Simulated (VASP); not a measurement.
# SiGe (P6_3mc) in VASP: relaxation of the atoms with LDA

Aim: the relaxation of the atoms of SiGe with LDA.

All numbers are computed with VASP 6.6.1; they aren't measurements. Logs are shortened: lines on timing, memory, paths and dates and some standing lists are left out, and cuts for length are marked.

### 1 The cell of the first run

The structure is hexagonal, space group P6_3mc (No. 186). The conventional cell has a = 3.855 Å, b = 3.855 Å, c = 6.491 Å, α = 90.00°, β = 90.00°, γ = 120.00°. Within 3.1 Å of Si (site symmetry 3m) lie 4 Ge at 2.37 to 2.43 Å. Within 3.1 Å of Ge (site symmetry 3m) lie 4 Si at 2.37 to 2.43 Å.

### 2 Relaxation of the atoms, LDA (strained cell)

Contents of INCAR:

```
SYSTEM = SiGe
PREC = Accurate
ENCUT = 450
EDIFF = 1E-7
ISMEAR = 0
SIGMA = 0.02
LREAL = .FALSE.
LASPH = .TRUE.
NELM = 120
ALGO = Normal
ISIF = 2
LWAVE = .FALSE.
LCHARG = .FALSE.
GGA = CA
IBRION = 2
NSW = 60
EDIFFG = -0.002
GGA_COMPAT = .FALSE.
NELMIN = 4
```

Contents of KPOINTS:

```
Automatic mesh
0
G
  9 9 6
  0 0 0
```

Contents of POSCAR:

```
SiGe
1.0
    3.8550912506      0.0000000000      0.0000000000
   -1.9275456253      3.3386069569      0.0000000000
    0.0000000000      0.0000000000      6.4905937451
Si Ge
2 2
Direct
    0.3333333333      0.6666666667     -0.0000070370
    0.6666666667      0.3333333333      0.4999929630
    0.3333333333      0.6666666667      0.3740070370
    0.6666666667      0.3333333333      0.8740070370
```

Potentials or basis: VASP PAW LDA potentials, release 64 (Si, Ge_d).

The run is started by

```console
$ cat potpaw_LDA.64/Si/POTCAR potpaw_LDA.64/Ge_d/POTCAR > POTCAR
$ mpirun -np 1 vasp_std > vasp.out
```

OUTCAR:

```text
SYSTEM = SiGe
   PREC = Accurate
   ENCUT = 450
   EDIFF = 1E-7
   ISMEAR = 0
   LREAL = .FALSE.
   LASPH = .TRUE.
   NELM = 120
   ISIF = 2
   GGA = CA
   IBRION = 2
   NSW = 60
   EDIFFG = -0.002
   NELMIN = 4

 ion  position               nearest neighbor table
   1  0.333  0.667  1.000-   4 2.37   4 2.37   4 2.37   3 2.43
   2  0.667  0.333  0.500-   3 2.37   3 2.37   3 2.37   4 2.43
   3  0.333  0.667  0.374-   2 2.37   2 2.37   2 2.37   1 2.43
   4  0.667  0.333  0.874-   1 2.37   1 2.37   1 2.37   2 2.43

  LATTYP: Found a hexagonal cell.
 ALAT       =     3.8550912506
 C/A-ratio  =     1.6836420523

  Lattice vectors:

 A1 = (   3.8550912506,   0.0000000000,   0.0000000000)
 A2 = (  -1.9275456253,   3.3386069569,   0.0000000000)
 A3 = (   0.0000000000,   0.0000000000,   6.4905937451)

Analysis of symmetry for initial positions (statically):
=====================================================================
 Subroutine PRICEL returns:
 Original cell was already a primitive cell.

 Routine SETGRP: Setting up the symmetry group for a
 hexagonal supercell.

 Subroutine GETGRP returns: Found 12 space group operations
 (whereof  6 operations were pure point group operations)
 out of a pool of 24 trial point group operations.

The static configuration has the point symmetry C_3v.
 The point group associated with its full space group is C_6v.

Analysis of symmetry for dynamics (positions and initial velocities):
=====================================================================
 Subroutine PRICEL returns:
 Original cell was already a primitive cell.

 Routine SETGRP: Setting up the symmetry group for a
 hexagonal supercell.

 Subroutine GETGRP returns: Found 12 space group operations
 (whereof  6 operations were pure point group operations)
 out of a pool of 24 trial point group operations.

The dynamic configuration has the point symmetry C_3v.
 The point group associated with its full space group is C_6v.

 Subroutine INISYM returns: Found 12 space group operations
 (whereof  6 operations are pure point group operations),
 and found     1 'primitive' translations

----------------------------------------------------------------------------------------

                                     Primitive cell

  volume of cell :      83.5381

  direct lattice vectors                    reciprocal lattice vectors
[... 98 lines left out ...]
   ISYM   =      2    0-nonsym 1-usesym 2-fastsym
   POTIM  = 0.5000    time-step for ionic-motion
   TEBEG  =    0.0;   TEEND  =   0.0 temperature during run
   PSTRESS=    0.0 pullay stress
   NELECT =      36.0000    total number of electrons
   NUPDOWN=      -1.0000    fix difference up-down
   EMIN   =  10.00;   EMAX   =-10.00  energy-range for DOS
   EFERMI =   0.00;   METHOD = LEGACY
   ISMEAR =     0;   SIGMA  =   0.02  broadening in eV -4-tet -1-fermi 0-gaus
   EFERMI_NEDOS =   21; number of points for ismear=-14 and -15
   IALGO  =     38    algorithm
   IMIX   =      4    mixing-type and parameters
     AMIX     =   0.40;   BMIX     =  1.00
     AMIX_MAG =   1.60;   BMIX_MAG =  1.00
  volume/ion in A,a.u.               =      20.88       140.94
  Fermi-wavevector in a.u.,A,eV,Ry     =   1.236557  2.336754 20.804310  1.529074
  Thomas-Fermi vector in A             =   2.371161
   LORBIT       =      0    0 simple, 1 ext, 2 COOP (PROOUT), +10 PAW based schemes
   GGA     = CA    functional components
   LHFCALC =     F    Hartree Fock is set to
   AEXX    =    0.0000 exact exchange contribution
   IVDW    =     0    specifies the selected vdW correction
   LEPSILON=     F    determine dielectric tensor
   LRPA    =     F    only Hartree local field effects (RPA)
 conjugate gradient relaxation of ions
 non-spin polarized calculation
 Gauss-broadening in eV      SIGMA  =   0.02
  energy-cutoff  :      450.00
  volume of cell :       83.54
 maximum number of plane-waves:      1840
 NGX is ok and might be reduce to    28
   NGX = 13   NGY = 13   NGZ = 23

--------------------------------------- Ionic step        1  -------------------------------------------

 number of electron      35.9999993 magnetization

 Free energy of the ion-electron system (eV)
  ---------------------------------------------------
  ext. energy  EPLUGINS =         0.00000000
  ---------------------------------------------------
  free energy    TOTEN  =       -22.20245759 eV

  energy without entropy =      -22.20245759  energy(sigma->0) =      -22.20245759

------------------------ aborting loop because EDIFF is reached ----------------------------------------

  FORCE on cell =-STRESS in cart. coord.  units (eV):
  Direction    XX          YY          ZZ          XY          YZ          ZX
  --------------------------------------------------------------------------------------
  -------------------------------------------------------------------------------------
  Total        0.3442892      0.3442892     -1.6637569      0.0000000      0.0000000     -0.0000000
  in kB        6.6031261      6.6031261    -31.9092118      0.0000000      0.0000000     -0.0000000
  external PRESSURE =      -6.2343199 kB  Pullay stress =       0.0000000 kB
[... 63 lines left out ...]
--------------------------------------- Ionic step        3  -------------------------------------------

 number of electron      36.0000003 magnetization

 Free energy of the ion-electron system (eV)
  ---------------------------------------------------
  ext. energy  EPLUGINS =         0.00000000
  ---------------------------------------------------
  free energy    TOTEN  =       -22.20495675 eV

  energy without entropy =      -22.20495675  energy(sigma->0) =      -22.20495675

 E-fermi :   5.7772     XC(G=0): -10.0592

 val. band max:        5.6851686758   @ k =   0.0000   0.0000   0.0000
 cond. band min:       5.9954132992   @ k =   0.4444   0.0000   0.3333
 fundamental gap:      0.3102446235
 Fermi energy:         5.7772038364

 k-point     1 :       0.0000    0.0000    0.0000
  band No.  band energies     occupation
      1     -19.0718      2.00000
      2     -19.0711      2.00000
      3     -19.0675      2.00000
      4     -19.0675      2.00000
      5     -19.0644      2.00000
      6     -19.0644      2.00000
[... 589 lines left out ...]
     21       9.0136      0.00000
     22      11.3974      0.00000

 [... further k-points ...]

------------------------ aborting loop because EDIFF is reached ----------------------------------------

  FORCE on cell =-STRESS in cart. coord.  units (eV):
  Direction    XX          YY          ZZ          XY          YZ          ZX
  --------------------------------------------------------------------------------------
  -------------------------------------------------------------------------------------
  Total        0.1870336      0.1870336     -1.4306636      0.0000000      0.0000000      0.0000000
  in kB        3.5871192      3.5871192    -27.4387123      0.0000000      0.0000000      0.0000000
  external PRESSURE =      -6.7548246 kB  Pullay stress =       0.0000000 kB
[... 19 lines left out ...]
  FREE ENERGIE OF THE ION-ELECTRON SYSTEM (eV)
  ---------------------------------------------------
  free  energy   TOTEN  =       -22.2049567511 eV

  energy  without entropy=      -22.2049567511  energy(sigma->0) =      -22.20495675

 reached required accuracy - stopping structural energy minimisation
```

OSZICAR:

```text
N       E                     dE             d eps       ncg     rms          rms(c)
DAV:   1     0.252984832600E+03    0.25298E+03   -0.17070E+04  2342   0.324E+03
DAV:   2     0.158631903101E+02   -0.23712E+03   -0.23222E+03  2136   0.651E+02
[... 19 lines left out ...]
   2 F= -.22204910E+02 E0= -.22204910E+02  d E =-.245235E-02
       N       E                     dE             d eps       ncg     rms          rms(c)
DAV:   1    -0.222049419105E+02   -0.31942E-04   -0.93935E-03  2478   0.768E-01    0.110E-02
DAV:   2    -0.222049567022E+02   -0.14792E-04   -0.15579E-04  2542   0.110E-01    0.503E-03
DAV:   3    -0.222049568378E+02   -0.13553E-06   -0.35605E-06  2622   0.188E-02    0.288E-03
DAV:   4    -0.222049567511E+02    0.86663E-07   -0.18497E-07  1724   0.618E-03
   3 F= -.22204957E+02 E0= -.22204957E+02  d E =-.249916E-02
```

CONTCAR:

```text
SiGe
   1.00000000000000
     3.8550912506000001    0.0000000000000000    0.0000000000000000
    -1.9275456253000001    3.3386069569000001    0.0000000000000000
     0.0000000000000000    0.0000000000000000    6.4905937451000000
  Si              Ge
     2     2
Direct
     0.3333333332999970    0.6666666667000030    0.0011108532021830
     0.6666666667000030    0.3333333332999970    0.5011108532021830
     0.3333333332999970    0.6666666667000030    0.3728891467978122
     0.6666666667000030    0.3333333332999970    0.8728891467978123

  0.00000000E+00  0.00000000E+00  0.00000000E+00
  0.00000000E+00  0.00000000E+00  0.00000000E+00
  0.00000000E+00  0.00000000E+00  0.00000000E+00
  0.00000000E+00  0.00000000E+00  0.00000000E+00
```

Run time: 3.5 min. Hardware: 1 thread of Intel Xeon 8259CL, shared host; peak memory 0.2 GiB.

What came out:

```
Free energy               : -22.2050 eV
Energy gained by relaxing : 0.6 meV/atom
Ionic steps               : 3
Pressure after relaxing   : -0.7 GPa
Band gap on the k mesh    : 0.31 eV (least direct gap 0.61 eV)
```

Stress tensor (GPa, compression positive):
```
 0.36  0.00  0.00
 0.00  0.36  0.00
 0.00  0.00 -2.74
```

Step by step:
```csv
step,energy change (eV),largest force (eV/Å),pressure (GPa)
1,0.0000,0.1709,-0.62
2,-0.0025,0.0239,-0.68
3,-0.0025,0.0002,-0.68
```

Final structure:
```
Si Ge
1.0
     3.85509    0.00000    0.00000
    -1.92755    3.33861    0.00000
     0.00000    0.00000    6.49059
Si Ge
2 2
Direct
  0.33333 0.66667 0.00111
  0.66667 0.33333 0.50111
  0.33333 0.66667 0.37289
  0.66667 0.33333 0.87289
```

Caveat: the cell differs from its parent crystal (strained cell); semilocal functionals underestimate gaps, and a narrow one can read as zero. A k mesh can miss the band edges.
